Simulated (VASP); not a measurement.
A run of VASP 6.6.1 is set up as follows.

Contents of POSCAR:

```
InP
1.0
    0.0000000000      2.8799429557      2.8799429557
    2.8799429557      0.0000000000      2.8799429557
    2.8799429557      2.8799429557      0.0000000000
In P
1 1
Direct
    0.0000000000      0.0000000000      0.0000000000
    0.2500000000      0.2500000000      0.2500000000
```

File INCAR.step1:

```
SYSTEM = InP
  PREC = Accurate
  ENCUT = 520
  ISMEAR = 0
  SIGMA = 0.01
  LREAL = .False.
  LASPH = .True.
  NELM = 100
  NBANDS = 16
  GGA = PE
  ALGO = Normal
  EDIFF = 1E-4
  LWAVE = .True.
  LCHARG = .False.
```

File INCAR.step2:

```
SYSTEM = InP
  PREC = Accurate
  ENCUT = 520
  EDIFF = 1E-6
  ISMEAR = 0
  SIGMA = 0.01
  LREAL = .False.
  LASPH = .True.
  NELM = 100
  ALGO = Normal
  ISIF = 2
  LWAVE = .False.
  LCHARG = .False.
  METAGGA = R2SCAN
  LMIXTAU = .True.
  NBANDS = 16
  ISTART = 1
```

KPOINTS

```
regular mesh
0
Gamma
  8 8 8
  0 0 0
```

Potentials or basis: VASP PAW PBE potentials, release 64 (In_d, P).

Run with:

```bash
$ cat potpaw_PBE.64/In_d/POTCAR potpaw_PBE.64/P/POTCAR > POTCAR
$ cp INCAR.step1 INCAR
$ mpirun -np 1 vasp_std > vasp.out
$ cp INCAR.step2 INCAR
$ mpirun -np 1 vasp_std > vasp.out
```

Task: Estimate the pressure.

Result: 6.0 GPa.

Task: Predict the band gap on the k mesh.

Result: 1.47 eV, direct.

Caveat: the cell differs from its parent crystal (strain -2.5%); the PAW data sets were made with another functional, which shifts forces and pressure a little; spin-orbit coupling is left out, which moves the levels of the heavy elements. A k mesh can miss the band edges.
